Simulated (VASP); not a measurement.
Input of a VASP 6.6.1 run:

The input POSCAR:

```
Sr2CuO3
1.0
    0.0000000000      0.0000000000     -3.5604716700
   12.9241909900     -3.9799186500      0.0000000000
   -6.4620955000     -1.9899593200      1.7802358300
O Sr Cu
6 4 2
Direct
    0.0000000000      0.0000000000      0.0000000000
    0.5000000000      0.5000000000      0.0000000000
    0.6726500000      0.8273500000      0.3453000000
    0.1726500000      0.3273500000      0.3453000000
    0.8273500000      0.6726500000      0.6547000000
    0.3273500000      0.1726500000      0.6547000000
    0.5739500000      0.9260500000      0.1479000000
    0.0739500000      0.4260500000      0.1479000000
    0.9260500000      0.5739500000      0.8521000000
    0.4260500000      0.0739500000      0.8521000000
    0.7500000000      0.7500000000      0.5000000000
    0.2500000000      0.2500000000      0.5000000000
```

The input INCAR.step1:

```
SYSTEM = Sr2CuO3
PREC = Accurate ; ENCUT = 660
ISMEAR = -1 ; SIGMA = 0.0106
LREAL = .FALSE. ; LASPH = .TRUE.
NELM = 200 ; ISPIN = 2
MAGMOM = 0 0 0 0 0 0 0 0 0 0 0.19 0.19 ; LMAXMIX = 4
LDAU = .TRUE. ; LDAUTYPE = 2
LDAUL = 1 -1 2 ; LDAUU = 6.66 0 4.24
LDAUJ = 0 0 0 ; NBANDS = 65
ISYM = 0 ; GGA = PE
ALGO = Normal ; EDIFF = 1E-5
LWAVE = .TRUE. ; LCHARG = .FALSE.
GGA_COMPAT = .FALSE. ; KPAR = 4
```

File INCAR.step2:

```
SYSTEM = Sr2CuO3
PREC = Accurate ; ENCUT = 660
EDIFF = 1E-6 ; ISMEAR = -1
SIGMA = 0.0106 ; LREAL = .FALSE.
LASPH = .TRUE. ; NELM = 200
ALGO = Normal ; ISIF = 2
LWAVE = .FALSE. ; LCHARG = .FALSE.
ISPIN = 2 ; MAGMOM = 0 0 0 0 0 0 0 0 0 0 0.19 0.19
LORBIT = 11 ; LMAXMIX = 4
LDAU = .TRUE. ; LDAUTYPE = 2
LDAUL = 1 -1 2 ; LDAUU = 6.66 0 4.24
LDAUJ = 0 0 0 ; LDAUPRINT = 1
METAGGA = R2SCAN ; LMIXTAU = .TRUE.
NBANDS = 65 ; ISYM = 0
ISTART = 1 ; GGA_COMPAT = .FALSE.
KPAR = 4
```

The input KPOINTS:

```
regular mesh
0
G
  6 3 6
  0 0 0
```

Potentials or basis: VASP PAW PBE potentials, release 64 (O, Sr_sv, Cu).

Run with:

```sh
$ cat potpaw_PBE.64/O/POTCAR potpaw_PBE.64/Sr_sv/POTCAR potpaw_PBE.64/Cu/POTCAR > POTCAR
$ cp INCAR.step1 INCAR
$ mpirun -np 4 vasp_std > vasp.out
$ cp INCAR.step2 INCAR
$ mpirun -np 4 vasp_std > vasp.out
```

Problem. What does it give for the site moments?

Solution. O +0.03, +0.02 (each value once); Sr -0.00; Cu +0.11 μB.

Problem. Predict the pressure.

Solution. -6.7 GPa.

Forces on the atoms (eV/Å):
```
O    0.000  0.000  0.000
O    0.000  0.000  0.000
O   -0.257  0.000  0.000
O   -0.258  0.000  0.000
O    0.257  0.000  0.000
O    0.258  0.000  0.000
Sr   0.291  0.000  0.000
Sr   0.291  0.000  0.000
Sr  -0.291  0.000  0.000
Sr  -0.291  0.000  0.000
Cu   0.000  0.000  0.000
Cu   0.000  0.000  0.000
```

Caveat: the cell stands under tension; the PAW data sets were made with another functional, which shifts forces and pressure a little.
